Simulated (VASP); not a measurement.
# HfO2 (Fm-3m) in VASP: vibrations by perturbation theory with PBEsol

Aim: the vibrations by perturbation theory of HfO2 with PBEsol.

All numbers are computed with VASP 6.6.1; they aren't measurements. Logs are shortened: lines on timing, memory, paths and dates and some standing lists are left out, and cuts for length are marked.

### Step 1. The cell of the first run

The structure is cubic, space group Fm-3m (No. 225). Conventional cell: a = 5.044 Å, b = 5.044 Å, c = 5.044 Å, α = 90.00°, β = 90.00°, γ = 90.00°. Within 2.9 Å of Hf (site symmetry m-3m) lie 8 O at 2.18 Å. Within 2.9 Å of O (site symmetry -43m) lie 4 Hf at 2.18 Å and 6 O at 2.52 Å.

### Step 2. Vibrations by perturbation theory, PBEsol

Contents of INCAR:

```
ALGO = Normal
EDIFF = 1E-8
ENCUT = 600
GGA = PS
GGA_COMPAT = F
IBRION = 8
ISIF = 2
ISMEAR = 0
LASPH = T
LCHARG = T
LEPSILON = T
LREAL = F
LWAVE = F
NELM = 120
NSW = 1
PREC = Accurate
SIGMA = 0.01
```

Contents of KPOINTS:

```
k-points
0
Gamma
  8 8 8
```

Contents of POSCAR:

```
HfO2
1.0
    0.0000000000      2.5219131002      2.5219131002
    2.5219131002      0.0000000000      2.5219131002
    2.5219131002      2.5219131002      0.0000000000
Hf O
1 2
Direct
    0.0000000000      0.0000000000      0.0000000000
    0.2500000000      0.2500000000      0.2500000000
    0.7500000000      0.7500000000      0.7500000000
```

Potentials or basis: VASP PAW PBE potentials, release 64 (Hf_pv, O).

The run is started by

```console
$ cat potpaw_PBE.64/Hf_pv/POTCAR potpaw_PBE.64/O/POTCAR > POTCAR
$ mpirun -np 1 vasp_std > vasp.out
```

OUTCAR:

```text
EDIFF = 1E-8
   ENCUT = 600
   GGA = PS
   IBRION = 8
   ISIF = 2
   ISMEAR = 0
   LASPH = T
   LEPSILON = T
   LREAL = F
   NELM = 120
   NSW = 1
   PREC = Accurate

 ion  position               nearest neighbor table
   1  0.000  0.000  0.000-   3 2.18   3 2.18   3 2.18   2 2.18   3 2.18   2 2.18   2 2.18   2 2.18

   2  0.250  0.250  0.250-   1 2.18   1 2.18   1 2.18   1 2.18
   3  0.750  0.750  0.750-   1 2.18   1 2.18   1 2.18   1 2.18

  LATTYP: Found a face centered cubic cell.
 ALAT       =     5.0438262004

  Lattice vectors:

 A1 = (   0.0000000000,   2.5219131002,   2.5219131002)
 A2 = (   2.5219131002,   0.0000000000,   2.5219131002)
 A3 = (   2.5219131002,   2.5219131002,   0.0000000000)

Analysis of symmetry for initial positions (statically):
=====================================================================
 Subroutine PRICEL returns:
 Original cell was already a primitive cell.

 Routine SETGRP: Setting up the symmetry group for a
 face centered cubic supercell.

 Subroutine GETGRP returns: Found 48 space group operations
 (whereof 48 operations were pure point group operations)
 out of a pool of 48 trial point group operations.

The static configuration has the point symmetry O_h .

Analysis of symmetry for dynamics (positions and initial velocities):
=====================================================================
 Subroutine PRICEL returns:
 Original cell was already a primitive cell.

 Routine SETGRP: Setting up the symmetry group for a
 face centered cubic supercell.

 Subroutine GETGRP returns: Found 48 space group operations
 (whereof 48 operations were pure point group operations)
 out of a pool of 48 trial point group operations.

The dynamic configuration has the point symmetry O_h .

 Subroutine INISYM returns: Found 48 space group operations
 (whereof 48 operations are pure point group operations),
 and found     1 'primitive' translations

----------------------------------------------------------------------------------------

                                     Primitive cell

  volume of cell :      32.0790

  direct lattice vectors                    reciprocal lattice vectors
     0.000000000  2.521913100  2.521913100    -0.198262184  0.198262184  0.198262184
     2.521913100  0.000000000  2.521913100     0.198262184 -0.198262184  0.198262184
     2.521913100  2.521913100  0.000000000     0.198262184  0.198262184 -0.198262184

  length of vectors
     3.566523709  3.566523709  3.566523709     0.343400177  0.343400177  0.343400177

  position of ions in fractional coordinates (direct lattice)
     0.000000000  0.000000000  0.000000000
     0.250000000  0.250000000  0.250000000
     0.750000000  0.750000000  0.750000000

  ion indices of the primitive-cell ions
   primitive index   ion index
                 1           1
                 2           2
                 3           3

----------------------------------------------------------------------------------------

 KPOINTS: k-points
[... 599 lines left out ...]

------------------------ aborting loop because EDIFF is reached ----------------------------------------

--------------------------------------- Ionic step        3  -------------------------------------------

------------------------ aborting loop because EDIFF is reached ----------------------------------------

 PIEZOELECTRIC TENSOR FIELD DIRECTION 3  (e Angst)
 -----------------------------------------------------------------------------
     0.00002  0.00000 -0.00000           ( -0.00001  0.00000  0.00000)
     0.00000  0.00002  0.00000           (  0.00000 -0.00001 -0.00000)
     0.00000 -0.00000 -0.00043           (  0.00000 -0.00000  0.00000)

 PIEZOELECTRIC TENSOR FIELD DIRECTION 3  (C/m^2)
 -----------------------------------------------------------------------------
     0.00001  0.00000 -0.00000
     0.00000  0.00001  0.00000
     0.00000 -0.00000 -0.00022

--------------------------------------- Ionic step        4  -------------------------------------------

------------------------ aborting loop because EDIFF is reached ----------------------------------------

[... ionic steps 5 to 6 ...]

--------------------------------------- Ionic step        7  -------------------------------------------

 Free energy of the ion-electron system (eV)
  ---------------------------------------------------
  ---------------------------------------------------
  free energy    TOTEN  =        -0.36610669 eV

  energy without entropy =       -0.36610669

------------------------ aborting loop because EDIFF is reached ----------------------------------------

 INTERNAL STRAIN TENSOR  FOR ION    2  DIRECTION 1   (eV/Angst):
 -----------------------------------------------------------------------------
    -0.00108  0.00000  0.00000
     0.00000  0.00064 -7.27814
     0.00000 -7.27814  0.00064

 MACROSCOPIC STATIC DIELECTRIC TENSOR (including local field effects in DFT)
 ------------------------------------------------------
           5.322205    -0.000000    -0.000000
           0.000000     5.322205     0.000000
           0.000000    -0.000000     5.322205
 ------------------------------------------------------

 PIEZOELECTRIC TENSOR (including local field effects)  for field in x, y, z        (e  Angst)
          XX          YY          ZZ          XY          YZ          ZX
  --------------------------------------------------------------------------------
  x     0.00000     0.00000     0.00000     0.00000     0.00000     0.00000
  y     0.00000     0.00000     0.00000     0.00000     0.00000     0.00000
  z     0.00000     0.00000     0.00000     0.00000     0.00000     0.00000

 PIEZOELECTRIC TENSOR (including local field effects)  for field in x, y, z        (C/m^2)
          XX          YY          ZZ          XY          YZ          ZX
  --------------------------------------------------------------------------------
  x     0.00000     0.00000     0.00000     0.00000     0.00000     0.00000
  y     0.00000     0.00000     0.00000     0.00000     0.00000     0.00000
  z     0.00000     0.00000     0.00000     0.00000     0.00000     0.00000

 BORN EFFECTIVE CHARGES (including local field effects) (in |e|, cummulative output)
 ---------------------------------------------------------------------------------
 ion    1
    1     5.52302     0.00000     0.00000
    2     0.00000     5.52302     0.00000
    3     0.00000     0.00000     5.52302
 ion    2
    1    -2.76151     0.00000     0.00000
    2     0.00000    -2.76151     0.00000
    3     0.00000     0.00000    -2.76151
 ion    3
    1    -2.76151     0.00000     0.00000
    2     0.00000    -2.76151     0.00000
    3     0.00000     0.00000    -2.76151

 INTERNAL STRAIN TENSOR FOR ION    3 for displacements in x,y,z  (eV/Angst):
          X           Y           Z          XY          YZ          ZX
  --------------------------------------------------------------------------------
  x    -0.00000    -0.00000    -0.00000     0.00000     7.27814     0.00000
  y     0.00000    -0.00000     0.00000     0.00000     0.00000     7.27814
  z     0.00000     0.00000    -0.00000     7.27814     0.00000     0.00000

 SECOND DERIVATIVES (NOT SYMMETRIZED)
 ------------------------------------
               1X          1Y          1Z          2X          2Y          2Z          3X          3Y          3Z
  1X    -5.381399    0.000000    0.000000    2.690700    0.000000    0.000000    2.690700    0.000000    0.000000
  1Y     0.000000   -5.381399    0.000000    0.000000    2.690700    0.000000    0.000000    2.690700    0.000000
  1Z     0.000000    0.000000   -5.381399    0.000000    0.000000    2.690700    0.000000    0.000000    2.690700
  2X     2.677802    0.000000    0.000000  -11.120409    0.000000    0.000000    8.442608    0.000000    0.000000
  2Y     0.000000    2.677802    0.000000    0.000000  -11.120409    0.000000    0.000000    8.442608    0.000000
  2Z     0.000000    0.000000    2.677802    0.000000    0.000000  -11.120409    0.000000    0.000000    8.442608
  3X     2.677802    0.000000    0.000000    8.442608    0.000000    0.000000  -11.120409    0.000000    0.000000
  3Y     0.000000    2.677802    0.000000    0.000000    8.442608    0.000000    0.000000  -11.120409    0.000000
  3Z     0.000000    0.000000    2.677802    0.000000    0.000000    8.442608    0.000000    0.000000  -11.120409

 Eigenvectors and eigenvalues of the dynamical matrix
 ----------------------------------------------------

   1 f  =   17.286563 THz   108.614678 2PiTHz  576.617671 cm-1    71.491448 meV
             X         Y         Z           dx          dy          dz
      0.000000  0.000000  0.000000    -0.000000    0.000000   -0.000000
      1.260957  1.260957  1.260957    -0.013944    0.685174   -0.174188
      3.782870  3.782870  3.782870     0.013944   -0.685174    0.174188
[... 43 lines left out ...]
   9 f/i=    0.006003 THz     0.037720 2PiTHz    0.200250 cm-1     0.024828 meV
             X         Y         Z           dx          dy          dz
      0.000000  0.000000  0.000000     0.425938    0.814804   -0.044989
      1.260957  1.260957  1.260957     0.127833    0.244540   -0.013502
      3.782870  3.782870  3.782870     0.127833    0.244540   -0.013502

--------------------------------------------------------------------------------------------------------

 MACROSCOPIC STATIC DIELECTRIC TENSOR IONIC CONTRIBUTION
 ------------------------------------------------------
          32.025633    -0.000000     0.000000
          -0.000000    32.025633     0.000000
           0.000000     0.000000    32.025633
 ------------------------------------------------------

 ELASTIC MODULI CONTR FROM IONIC RELAXATION (kBar)
 Direction    XX          YY          ZZ          XY          YZ          ZX
 --------------------------------------------------------------------------------
 XX          -0.0000      0.0000     -0.0000     -0.0000      0.0000     -0.0000
 YY           0.0000     -0.0000      0.0000     -0.0000      0.0000      0.0000
 ZZ          -0.0000      0.0000     -0.0000      0.0000      0.0000     -0.0000
 XY          -0.0000     -0.0000      0.0000   -270.4739      0.0000      0.0000
 YZ           0.0000      0.0000      0.0000      0.0000   -270.4739      0.0000
 ZX          -0.0000      0.0000     -0.0000      0.0000      0.0000   -270.4739
 --------------------------------------------------------------------------------

 PIEZOELECTRIC TENSOR IONIC CONTR  for field in x, y, z        (C/m^2)
          XX          YY          ZZ          XY          YZ          ZX
  --------------------------------------------------------------------------------
  x     0.00000    -0.00000     0.00000     0.00000    -0.00000     0.00000
  y    -0.00000     0.00000    -0.00000     0.00000    -0.00000    -0.00000
  z    -0.00000     0.00000     0.00000    -0.00000    -0.00000    -0.00000
```

It took 12 min on 1 thread of AMD EPYC 7R13, shared host; peak memory 0.29 GiB.

Results:

* Electronic dielectric tensor (diagonal): 5.32
* Born charges (mean of the diagonal): Hf +5.52; O -2.76 e
* Highest phonon frequency at Γ, LO-TO splitting left out: 577 cm⁻¹

Phonon frequencies in cm⁻¹ (negative: imaginary):
```csv
q point,frequencies
"(0.000, 0.000, 0.000)",0 0 0 232 232 232 577 577 577
```

Electronic dielectric tensor:
```
5.32 0.00 0.00
0.00 5.32 0.00
0.00 0.00 5.32
```

Born effective charge tensors (e):
atom 1, Hf
```
5.52 0.00 0.00
0.00 5.52 0.00
0.00 0.00 5.52
```
atom 2, O
```
-2.76  0.00  0.00
 0.00 -2.76  0.00
 0.00  0.00 -2.76
```
atom 3, O
```
-2.76  0.00  0.00
 0.00 -2.76  0.00
 0.00  0.00 -2.76
```

Caveat: the cell wasn't relaxed at this level first, which shifts response properties; spin-orbit coupling is left out, which moves the levels of the heavy elements.
